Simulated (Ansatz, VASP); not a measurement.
**One calculation of VCrC2, two programs**

The input INCAR:

```
ALGO = Normal ; EDIFF = 1E-6
ENCUT = 520 ; GGA = PE
ISIF = 2 ; ISMEAR = -1
ISPIN = 2 ; LASPH = T
LCHARG = T ; LDAU = T
LDAUJ = 0 0 0 ; LDAUL = 2 2 -1
LDAUPRINT = 1 ; LDAUTYPE = 2
LDAUU = 3 3 0 ; LELF = T
LMAXMIX = 4 ; LORBIT = 11
LREAL = F ; LVHAR = T
LWAVE = F ; MAGMOM = 3 2 0 0
NBANDS = 28 ; NELM = 150
PREC = Accurate ; SIGMA = 0.05
```

Contents of KPOINTS:

```
k-points
0
Gamma
  11 11 11
```

Contents of POSCAR:

```
VCrC2
1.0
    1.4606320425      0.8432963029      4.7393853233
   -1.4606320425      0.8432963029      4.7393853233
    0.0000000000     -1.6865926058      4.7393853233
Cr V C
1 1 2
Direct
    0.5000000000      0.5000000000      0.5000000000
    0.0000000000      0.0000000000      0.0000000000
    0.2487590000      0.2487590000      0.2487590000
    0.7512410000      0.7512410000      0.7512410000
```

File input.yaml:

```yaml
crystal:
  lattice:
    - [1.4606320425, 0.8432963029, 4.7393853233]
    - [-1.4606320425, 0.8432963029, 4.7393853233]
    - [0.0, -1.6865926058, 4.7393853233]
  atoms:
    - { symbol: Cr, position: [0.5, 0.5, 0.5], spin: 3.0 }
    - { symbol: V, position: [0.0, 0.0, 0.0], spin: 2.0 }
    - { symbol: C, position: [0.248759, 0.248759, 0.248759] }
    - { symbol: C, position: [0.751241, 0.751241, 0.751241] }
hamiltonian:
  xc: pbe
  pseudopotentials: { kind: paw }
  hubbard:
    sites: [{ species: Cr, l: d, u_eff: 3.0 }, { species: V, l: d, u_eff: 3.0 }]
magnetization:
  spin_polarized: true
kpoints:
  mp_grid: { grid: [11, 11, 11] }
  band_path:
    path:
      - [[0.0, 0.0, 0.0], [0.5, 0.0, 0.0], [0.5, 0.1877735979, -0.1877735979]]
      - [[0.8122264021, 0.5, 0.1877735979], [0.5, 0.5, 0.5], [0.0, 0.0, 0.0], [0.3438867989, 0.0, -0.3438867989]]
      - [[0.6561132011, 0.3438867989, 0.0], [0.5, 0.5, 0.0], [0.6561132011, 0.6561132011, 0.1877735979], [0.5, 0.5, 0.5]]
      - [[0.5, 0.0, 0.0], [0.8122264021, 0.3438867989, 0.3438867989]]
    npoints: 14
scf:
  occupations: { method: fermi_dirac, width: 0.05 }
  n_extra_bands: 10
output:
  forces: true
  stress: true
  eigenvalues: true
  fatbands: false
```

Alike in both runs: functional PBE; k mesh 11 × 11 × 11; occupations fermi-dirac, width 0.05 eV; collinear spin; Hubbard terms Cr d U = 3.0 eV, V d U = 3.0 eV.

```csv
,VASP,Ansatz
version,VASP 6.6.1,Ansatz 0.2.0
potentials or method,"VASP PAW PBE potentials, release 64 (Cr_pv, V_sv, C)",Ansatz PAW
plane-wave cutoff (eV),520,420
valence electrons in the cell,33,35
task,single point,band structure
```

|  | VASP | Ansatz | Ansatz less VASP |
| --- | --- | --- | --- |
| gap on the k mesh at the Fermi level (eV) | none | none | - |
| pressure (GPa) | 16.8 | 14.7 | -2.14 |
| traceless stress, the component that is largest in VASP (GPa) | -4.14 | -3.70 | +0.441 |
| rms of the force components (eV/Å) | 0.266 | 0.348 | +0.0828 |
| net moment per atom (μB) | 0.48 | 0.64 | +0.161 |
| size of the moment on the site where the two differ most (μB) | 2.41 | 2.10 | -0.309 |

The net moments are unlike, so the other rows may belong to different states. Site moments also hang on the region over which each program counts them. The programs project onto different local orbitals, so the same U acts differently, and such runs can settle in different states. Atom by atom the forces differ by 0.083 eV/Å (rms over components). A gap of «none» marks a metal or a gap that the smearing closes. VASP's potentials hold 33 valence electrons a cell and Ansatz's 35, so a difference there can come from the potentials and not from the codes.

Noted on Ansatz's run: the magnetic or orbital state may not be the lowest.
